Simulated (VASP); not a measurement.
Hf2B:

```
Hf B
1.0
     4.41934    0.00000    0.00000
    -2.20967    3.82726    0.00000
     0.00000    0.00000    5.31960
Hf B
4 2
Cartesian
  0.0000 2.5515 3.9897
  2.2097 1.2758 1.3299
  0.0000 0.0000 0.0000
  0.0000 0.0000 2.6598
  0.0000 2.5515 1.3299
  2.2097 1.2758 3.9897
```

- Program: VASP 6.6.1
- Task: relaxation of cell and atoms
- Functional: PBEsol
- Potentials or basis: VASP PAW PBE potentials, release 64 (Hf_pv, B)
- Cutoff: 600 eV
- k mesh: 12 × 12 × 8
- Occupations: gaussian, width 0.1 eV
- Spin: no spin polarisation

At the start: pressure 2.8 GPa; volume 15.00 Å³/atom.

Where does the relaxation end?

Over 5 steps the energy falls by 4.9 meV/atom and the volume is 15.26 Å³/atom (+1.8 %); space group P6_3/mmc (No. 194, to 0.1 Å) before and after.

The path:
```tsv
step	energy change (eV)	largest force (eV/Å)	pressure (GPa)	volume (Å³)
1	0.0000	0.0000	2.77	89.98
2	-0.0101	0.0000	-2.92	93.39
3	-0.0220	0.0000	-0.59	91.92
4	-0.0285	0.0000	-0.13	91.67
5	-0.0291	0.0000	0.06	91.58
```

Final structure:
```cif
data_structure
_symmetry_space_group_name_H-M 'P 1'
_symmetry_Int_Tables_number 1
_cell_length_a 4.4096
_cell_length_b 4.4096
_cell_length_c 5.4382
_cell_angle_alpha 90.000
_cell_angle_beta 90.000
_cell_angle_gamma 120.000
_cell_volume 91.58
loop_
_atom_site_label
_atom_site_type_symbol
_atom_site_fract_x
_atom_site_fract_y
_atom_site_fract_z
_atom_site_occupancy
Hf1 Hf 0.33333 0.66667 0.75000 1
Hf2 Hf 0.66667 0.33333 0.25000 1
Hf3 Hf 0.00000 0.00000 0.00000 1
Hf4 Hf 0.00000 0.00000 0.50000 1
B1 B 0.33333 0.66667 0.25000 1
B2 B 0.66667 0.33333 0.75000 1
```

Caveat: the PAW data sets were made with another functional, which shifts forces and pressure a little.
